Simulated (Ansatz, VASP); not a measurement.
# One calculation of Al32In, two programs

```
Al In
1.0
     8.10000    0.00000    0.00000
     0.00000    8.10000    0.00000
     0.00000    0.00000    8.10000
Al In
32 1
Cartesian
  4.0100 -0.0005 -0.0010
  6.0741 1.8801 -0.0008
  6.0741 -0.0004 1.8797
  0.0382 -0.0005 -0.0010
  2.0240 1.9854 -0.0010
  3.9046 4.0495 -0.0008
  6.0741 6.2188 -0.0008
  2.0240 -0.0005 1.9850
  4.0479 2.0233 2.0229
  6.0739 4.0494 1.4594
  3.9047 -0.0004 4.0491
  6.0739 1.4596 4.0489
  6.0741 -0.0005 6.2183
  0.1433 4.0495 -0.0008
  2.0240 6.1136 -0.0010
  0.0002 2.0234 2.0230
  2.0242 4.0495 1.8797
  4.0480 6.0756 2.0230
  0.1433 -0.0005 4.0491
  2.0242 1.8801 4.0491
  3.4844 4.0494 4.0489
  6.0739 6.6398 4.0489
  2.0240 -0.0005 6.1132
  4.0480 2.0234 6.0752
  6.0739 4.0494 6.6396
  0.0001 6.0755 2.0231
  0.5646 4.0494 4.0489
  2.0242 6.2188 4.0491
  0.0001 2.0235 6.0751
  2.0242 4.0495 6.2183
  4.0481 6.0755 6.0751
  0.0000 6.0754 6.0750
  6.0747 4.0498 4.0497
```

Alike in both runs: functional PBE; k mesh 2 × 2 × 2; occupations gaussian, width 0.05 eV; no spin polarisation.

Ansatz relaxed the structure, and its values are those at the end. VASP's run is a single point on that final structure, the one shown.

|  | VASP | Ansatz |
| --- | --- | --- |
| version | VASP 6.6.1 | Ansatz 0.2.0 |
| potentials or method | VASP PAW PBE potentials, release 64 (Al, In_d), cutoff 520 eV | scalar-relativistic, plane waves, PAW |
| valence electrons in the cell | 109 | 109 |

```tsv
	VASP	Ansatz	Ansatz less VASP
rms of the force components (eV/Å)	0.003	0.002	-0.0012
```

Ansatz's warnings: near symmetry operation missed by atoms.

The k mesh is coarse, so the values compare programs but aren't converged.
